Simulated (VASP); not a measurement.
# PtC (F-43m) in VASP: a series of runs

The runs below take PtC through single point, relaxation of cell and atoms, with PBE.

All numbers are computed with VASP 6.6.1; they aren't measurements. Logs are shortened: lines on timing, memory, paths and dates and some standing lists are left out, and cuts for length are marked.

## Step 1: The cell of the first run

It takes space group F-43m (No. 216, cubic). The conventional cell has a = 4.718 Å, b = 4.718 Å, c = 4.718 Å, α = 90.00°, β = 90.00°, γ = 90.00°. Within 2.7 Å of Pt (site symmetry -43m) lie 4 C at 2.04 Å. C (site symmetry -43m) has 4 Pt at 2.04 Å within 2.7 Å.

## Step 2: Single point, PBE

INCAR reads:

```
SYSTEM = PtC
ALGO = Normal ; EDIFF = 1E-6
ENCUT = 520 ; GGA = PE
ISIF = 2 ; ISMEAR = 0
LASPH = .TRUE. ; LCHARG = .FALSE.
LREAL = .FALSE. ; LWAVE = .FALSE.
NBANDS = 14 ; NELM = 100
PREC = Accurate ; SIGMA = 0.1
```

KPOINTS reads:

```
k-points
0
G
  20 20 20
  0 0 0
```

POSCAR reads:

```
PtC
1.0
    0.0000000000      2.3590187471      2.3590187471
    2.3590187471      0.0000000000      2.3590187471
    2.3590187471      2.3590187471      0.0000000000
Pt C
1 1
Direct
    0.0000000000      0.0000000000      0.0000000000
    0.2500000000      0.2500000000      0.2500000000
```

Potentials or basis: VASP PAW PBE potentials, release 64 (Pt, C).

Run with:

```bash
> cat potpaw_PBE.64/Pt/POTCAR potpaw_PBE.64/C/POTCAR > POTCAR
> mpirun -np 1 vasp_std > vasp.out
```

OUTCAR:

```text
SYSTEM = PtC
   EDIFF = 1E-6
   ENCUT = 520
   GGA = PE
   ISIF = 2
   ISMEAR = 0
   LASPH = .TRUE.
   LREAL = .FALSE.
   NELM = 100
   PREC = Accurate

 ion  position               nearest neighbor table
   1  0.000  0.000  0.000-   2 2.04   2 2.04   2 2.04   2 2.04
   2  0.250  0.250  0.250-   1 2.04   1 2.04   1 2.04   1 2.04

  LATTYP: Found a face centered cubic cell.
 ALAT       =     4.7180374942

  Lattice vectors:

 A1 = (   0.0000000000,   2.3590187471,   2.3590187471)
 A2 = (   2.3590187471,   0.0000000000,   2.3590187471)
 A3 = (   2.3590187471,   2.3590187471,   0.0000000000)

Analysis of symmetry for initial positions (statically):
=====================================================================
 Subroutine PRICEL returns:
 Original cell was already a primitive cell.

 Routine SETGRP: Setting up the symmetry group for a
 face centered cubic supercell.

 Subroutine GETGRP returns: Found 24 space group operations
 (whereof 24 operations were pure point group operations)
 out of a pool of 48 trial point group operations.

The static configuration has the point symmetry T_d .

Analysis of symmetry for dynamics (positions and initial velocities):
=====================================================================
 Subroutine PRICEL returns:
 Original cell was already a primitive cell.

 Routine SETGRP: Setting up the symmetry group for a
 face centered cubic supercell.

 Subroutine GETGRP returns: Found 24 space group operations
 (whereof 24 operations were pure point group operations)
 out of a pool of 48 trial point group operations.

The dynamic configuration has the point symmetry T_d .

 Subroutine INISYM returns: Found 24 space group operations
 (whereof 24 operations are pure point group operations),
 and found     1 'primitive' translations

----------------------------------------------------------------------------------------

                                     Primitive cell

  volume of cell :      26.2557

  direct lattice vectors                    reciprocal lattice vectors
     0.000000000  2.359018747  2.359018747    -0.211952533  0.211952533  0.211952533
     2.359018747  0.000000000  2.359018747     0.211952533 -0.211952533  0.211952533
     2.359018747  2.359018747  0.000000000     0.211952533  0.211952533 -0.211952533

  length of vectors
     3.336156306  3.336156306  3.336156306     0.367112557  0.367112557  0.367112557

  position of ions in fractional coordinates (direct lattice)
     0.000000000  0.000000000  0.000000000
     0.250000000  0.250000000  0.250000000

  ion indices of the primitive-cell ions
   primitive index   ion index
                 1           1
                 2           2

----------------------------------------------------------------------------------------

 KPOINTS: k-points

Automatic generation of k-mesh.
 Grid dimensions read from file:
 generate k-points for:   20   20   20

 Generating k-lattice:

  Cartesian coordinates                     Fractional coordinates (reciprocal lattice)
    -0.010597627  0.010597627  0.010597627     0.050000000  0.000000000  0.000000000
     0.010597627 -0.010597627  0.010597627     0.000000000  0.050000000  0.000000000
     0.010597627  0.010597627 -0.010597627     0.000000000  0.000000000  0.050000000

  Length of vectors
     0.018355628  0.018355628  0.018355628

  Shift w.r.t. Gamma in fractional coordinates (k-lattice)
     0.000000000  0.000000000  0.000000000

 Subroutine IBZKPT returns following result:
 ===========================================

 Found    256 irreducible k-points:

 Following reciprocal coordinates:
            Coordinates               Weight
  0.000000  0.000000  0.000000      1.000000
  0.050000  0.000000  0.000000      8.000000
  0.100000  0.000000  0.000000      8.000000
  0.150000  0.000000  0.000000      8.000000
  0.200000  0.000000  0.000000      8.000000
  0.250000  0.000000  0.000000      8.000000
[... 16 lines left out ...]
 -0.400000  0.050000  0.000000     24.000000
 -0.350000  0.050000  0.000000     24.000000
 [... further k-points ...]
   k-points           NKPTS =    256   k-points in BZ     NKDIM =    256   number of bands    NBANDS=     14
   number of dos      NEDOS =    301   number of ions     NIONS =      2
   total plane-waves  NPLWV =  21952
   dimension x,y,z NGX =    28 NGY =   28 NGZ =   28
   dimension x,y,z NGXF=    56 NGYF=   56 NGZF=   56
   ions per type =               1   1
   NGX,Y,Z   is equivalent  to a cutoff of  13.95, 13.95, 13.95 a.u.
   NGXF,Y,Z  is equivalent  to a cutoff of  27.91, 27.91, 27.91 a.u.
 SYSTEM =  PtC
   PREC   = accura    normal or accurate (medium, high low for compatibility)
   ISTART =      0    job   : 0-new  1-cont  2-samecut
   ICHARG =      2    charge: 1-file 2-atom 10-const
   ISPIN  =      1    spin polarized calculation?
   LNONCOLLINEAR =      F non collinear calculations
   LSORBIT =      F    spin-orbit coupling
   LASPH  =      T    aspherical Exc in radial PAW
   ENCUT  =  520.0 eV  38.22 Ry    6.18 a.u.   6.20  6.20  6.20*2*pi/ulx,y,z
   NELM   =    100;   NELMIN=  2; NELMDL= -5     # of ELM steps
   EDIFF  = 0.1E-05   stopping-criterion for ELM
   LREAL  =      F    real-space projection
   EDIFFG = 0.1E-04   stopping-criterion for IOM
   NSW    =      0    number of steps for IOM
   IBRION =     -1    ionic relax: 0-MD 1-quasi-New 2-CG
   NFREE  =      0    steps in history (QN), initial steepest desc. (CG)
   ISIF   =      2    stress and relaxation
   ISYM   =      2    0-nonsym 1-usesym 2-fastsym
   POTIM  = 0.5000    time-step for ionic-motion
   TEBEG  =    0.0;   TEEND  =   0.0 temperature during run
   PSTRESS=    0.0 pullay stress
   NELECT =      14.0000    total number of electrons
   NUPDOWN=      -1.0000    fix difference up-down
   EMIN   =  10.00;   EMAX   =-10.00  energy-range for DOS
   EFERMI =   0.00;   METHOD = LEGACY
   ISMEAR =     0;   SIGMA  =   0.10  broadening in eV -4-tet -1-fermi 0-gaus
   EFERMI_NEDOS =   21; number of points for ismear=-14 and -15
   IALGO  =     38    algorithm
   IMIX   =      4    mixing-type and parameters
     AMIX     =   0.40;   BMIX     =  1.00
     AMIX_MAG =   1.60;   BMIX_MAG =  1.00
  volume/ion in A,a.u.               =      13.13        88.59
  Fermi-wavevector in a.u.,A,eV,Ry     =   1.327525  2.508659 23.977863  1.762323
  Thomas-Fermi vector in A             =   2.456831
   LORBIT       =      0    0 simple, 1 ext, 2 COOP (PROOUT), +10 PAW based schemes
   GGA     = PE    functional components
   LHFCALC =     F    Hartree Fock is set to
   AEXX    =    0.0000 exact exchange contribution
   IVDW    =     0    specifies the selected vdW correction
   LEPSILON=     F    determine dielectric tensor
   LRPA    =     F    only Hartree local field effects (RPA)
 non-spin polarized calculation
 Gauss-broadening in eV      SIGMA  =   0.10
  energy-cutoff  :      520.00
  volume of cell :       26.26
 maximum number of plane-waves:       725
 NGX is ok and might be reduce to    28
   NGX = 13   NGY = 13   NGZ = 13

 number of electron      13.9999999 magnetization

 Free energy of the ion-electron system (eV)
  ---------------------------------------------------
  ext. energy  EPLUGINS =         0.00000000
  ---------------------------------------------------
  free energy    TOTEN  =       -13.54929096 eV

  energy without entropy =      -13.54474133  energy(sigma->0) =      -13.54701615

 E-fermi :   8.5449     XC(G=0): -11.9449

 val. band max:        8.5355750462   @ k =   0.4500   0.4000   0.0000
 cond. band min:       8.5516489772   @ k =  -0.2000   0.3500   0.1500
 fundamental gap:      0.0160739310
 Fermi energy:         8.5449426857

 k-point     1 :       0.0000    0.0000    0.0000
  band No.  band energies     occupation
      1      -5.7156      2.00000
      2       1.2949      2.00000
      3       1.2949      2.00000
      4       1.2949      2.00000
      5       4.6732      2.00000
      6       4.6732      2.00000
      7      11.3658      0.00000
      8      13.1614      0.00000
      9      13.1614      0.00000
     10      13.1614      0.00000
     11      20.8708      0.00000
     12      20.8708      0.00000
     13      20.8708      0.00000
     14      25.5547      0.00000

 k-point     2 :       0.0500    0.0000    0.0000
  band No.  band energies     occupation
      1      -5.6760      2.00000
      2       1.2746      2.00000
      3       1.3154      2.00000
      4       1.3154      2.00000
      5       4.6637      2.00000
      6       4.6637      2.00000
      7      11.4424      0.00000
      8      13.0538      0.00000
      9      13.1313      0.00000
     10      13.1313      0.00000
     11      20.5225      0.00000
     12      20.9125      0.00000
     13      20.9125      0.00000
     14      25.7258      0.00000

 k-point     3 :       0.1000    0.0000    0.0000
  band No.  band energies     occupation
      1      -5.5602      2.00000
      2       1.2221      2.00000
      3       1.3739      2.00000
      4       1.3739      2.00000
      5       4.6402      2.00000
      6       4.6402      2.00000
      7      11.6149      0.00000
      8      12.7810      0.00000
      9      13.0366      0.00000
     10      13.0366      0.00000
     11      19.7285      0.00000
     12      21.0347      0.00000
     13      21.0347      0.00000
     14      25.9258      0.00000
[... 324 lines left out ...]
 k-point    23 :      -0.4000    0.0500    0.0000
  band No.  band energies     occupation
      1      -4.1243      2.00000
      2       1.7710      2.00000
      3       1.8818      2.00000
      4       1.8849      2.00000
      5       4.9261      2.00000
      6       5.1086      2.00000
      7       6.7220      2.00000
      8      10.9088      0.00000
      9      11.2142      0.00000
     10      14.4936      0.00000
     11      17.9233      0.00000
     12      21.8093      0.00000
     13      22.3139      0.00000
     14      25.0053      0.00000

 k-point    24 :      -0.3500    0.0500    0.0000
  band No.  band energies     occupation
      1      -4.2843      2.00000
      2       1.4941      2.00000
      3       1.8486      2.00000
      4       1.8493      2.00000
      5       4.7684      2.00000
      6       5.0075      2.00000
      7       7.5746      2.00000
      8      11.1567      0.00000
      9      11.5671      0.00000
     10      14.4338      0.00000
     11      17.5723      0.00000
     12      21.6653      0.00000
     13      22.3015      0.00000
     14      25.2915      0.00000

 [... further k-points ...]

------------------------ aborting loop because EDIFF is reached ----------------------------------------

  FORCE on cell =-STRESS in cart. coord.  units (eV):
  Direction    XX          YY          ZZ          XY          YZ          ZX
  --------------------------------------------------------------------------------------
  -------------------------------------------------------------------------------------
  Total        0.0339586      0.0339586      0.0339586     -0.0000000      0.0000000     -0.0000000
  in kB        2.0722204      2.0722204      2.0722204     -0.0000000      0.0000000     -0.0000000
  external PRESSURE =       2.0722204 kB  Pullay stress =       0.0000000 kB

 VOLUME and BASIS-vectors are now :
 -----------------------------------------------------------------------------
  energy-cutoff  :      520.00
  volume of cell :       26.26
      direct lattice vectors                 reciprocal lattice vectors
     0.000000000  2.359018747  2.359018747    -0.211952533  0.211952533  0.211952533
     2.359018747  0.000000000  2.359018747     0.211952533 -0.211952533  0.211952533
     2.359018747  2.359018747  0.000000000     0.211952533  0.211952533 -0.211952533

 POSITION                                       TOTAL-FORCE (eV/Angst)
 -----------------------------------------------------------------------------------
      0.00000      0.00000      0.00000         0.000000      0.000000      0.000000
      1.17951      1.17951      1.17951        -0.000000     -0.000000     -0.000000
 -----------------------------------------------------------------------------------
    total drift:                                0.000000      0.000000      0.000000

  FREE ENERGIE OF THE ION-ELECTRON SYSTEM (eV)
  ---------------------------------------------------
  free  energy   TOTEN  =       -13.5492909629 eV

  energy  without entropy=      -13.5447413302  energy(sigma->0) =      -13.54701615
```

It took 2.5 min on 1 thread of Intel Xeon 8259CL, shared host; peak memory 0.24 GiB.

Results:

| Quantity | Value |
| --- | --- |
| Free energy | -13.5493 eV |
| Pressure | 0.2 GPa |
| Band gap on the k mesh | zero (bands 7 and 8 overlap by 4.36 eV) |

Caveat: spin-orbit coupling is left out, which moves the levels of the heavy elements.

## Step 3: Relaxation of cell and atoms, PBE

This run uses another cell than the first one, of 13.17 Å³/atom.

INCAR reads:

```
PREC = Accurate
ENCUT = 600
EDIFF = 1E-7
ISMEAR = 0
SIGMA = 0.1
LREAL = False
LASPH = True
NELM = 100
ALGO = Normal
ISIF = 3
LWAVE = False
LCHARG = False
GGA = PE
IBRION = 2
NSW = 100
EDIFFG = -0.01
```

KPOINTS reads:

```
regular mesh
0
Gamma
  20 20 20
```

POSCAR reads:

```
PtC
1.0
    0.0000000000      2.3612543730      2.3612543730
    2.3612543730      0.0000000000      2.3612543730
    2.3612543730      2.3612543730      0.0000000000
Pt C
1 1
Direct
    0.0000000000      0.0000000000      0.0000000000
    0.2500000000      0.2500000000      0.2500000000
```

Potentials or basis: VASP PAW PBE potentials, release 64 (Pt, C).

Run with:

```bash
> cat potpaw_PBE.64/Pt/POTCAR potpaw_PBE.64/C/POTCAR > POTCAR
> mpirun -np 1 vasp_std > vasp.out
```

Wall time 4.2 min (1 thread of Intel Xeon 8259CL, shared host); peak memory 0.25 GiB.

The run converged. Its results:

* Free energy: -13.5496 eV
* Relaxed volume: 13.14 Å³/atom
* Relaxed cell: a = 3.337 Å, b = 3.337 Å, c = 3.337 Å, α = 60.00°, β = 60.00°, γ = 60.00°
* Space group after relaxing (to 0.1 Å): F-43m (No. 216)
* Energy gained by relaxing: 0.0 meV/atom
* Ionic steps: 3
* Pressure after relaxing: 0.0 GPa
* Band gap on the k mesh: zero (bands 7 and 8 overlap by 4.36 eV)

Final structure:
```yaml
crystal:
  lattice:
    - [0.00000, 2.35960, 2.35960]
    - [2.35960, 0.00000, 2.35960]
    - [2.35960, 2.35960, 0.00000]
  atoms:
    - { symbol: Pt, position: [0.00000, 0.00000, 0.00000] }
    - { symbol: C, position: [0.25000, 0.25000, 0.25000] }
```

Levels at points of the mesh, in eV from the Fermi level:
```csv
k point,band 5,band 6,band 7,band 8,band 9,band 10
"(0.00, 0.00, 0.00)",-3.87,-3.87,2.82,4.61,4.61,4.61
"(0.50, 0.00, 0.00)",-3.42,-3.42,-2.49,2.35,2.35,5.84
"(0.50, 0.50, 0.00)",-3.91,-3.08,-1.77,-0.55,-0.55,8.46
```

Caveat: spin-orbit coupling is left out, which moves the levels of the heavy elements.
